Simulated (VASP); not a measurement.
Wanted: the native input for a VASP 6.6.1 run.

```yaml
Task: single point
Functional: PBE
Potentials_or_basis: VASP PAW PBE potentials, release 64 (Zr_sv, S)
Cutoff: 500 eV
k_mesh: 12 × 12 × 4
Occupations: fermi-dirac, width 0.02 eV
Spin: no spin polarisation
Dipole_correction: no
Further_INCAR_settings: ALGO = Normal; EDIFF = 1e-06; NBANDS = 19
```

The structure of ZrS2 lies in POSCAR:

```
ZrS2
1.0
    3.5641671124      0.0000000000      0.0000000000
   -1.7820835562      3.0866592627      0.0000000000
    0.0000000000      0.0000000000      5.9350537783
Zr S
1 2
Direct
    0.0000000000      0.0000000000      0.0000000000
    0.3333333333      0.6666666667      0.2515421988
    0.6666666667      0.3333333333      0.7484578012
```

This cell differs from its parent crystal: epitaxial xy strain -3.0%.

One way to write it, as run:

INCAR

```
  PREC = Accurate
  ENCUT = 500
  EDIFF = 1E-6
  ISMEAR = -1
  SIGMA = 0.02
  LREAL = False
  LASPH = True
  NELM = 120
  ALGO = Normal
  ISIF = 2
  LWAVE = False
  LCHARG = False
  GGA = PE
  NBANDS = 19
  GGA_COMPAT = False
```

KPOINTS

```
Automatic mesh
0
Gamma
  12 12 4
```

Potentials or basis: VASP PAW PBE potentials, release 64 (Zr_sv, S).

Command:

```sh
$ cat potpaw_PBE.64/Zr_sv/POTCAR potpaw_PBE.64/S/POTCAR > POTCAR
$ mpirun -np 1 vasp_std > vasp.out
```

It gave:

```yaml
Pressure: 4.8 GPa
Largest_force: 0.063 eV/Å
Band_gap_on_the_k_mesh: 0.64 eV, indirect (least direct gap 1.49 eV)
```

Caveat: the cell differs from its parent crystal (epitaxial xy strain -3.0%); this functional lacks dispersion, which binds the layers, so the pressure and a relaxed spacing across them are unreliable.

Run time: 3.3 min on 1 thread of AMD EPYC 7R13, with other jobs on the host, peak memory 0.2 GiB.
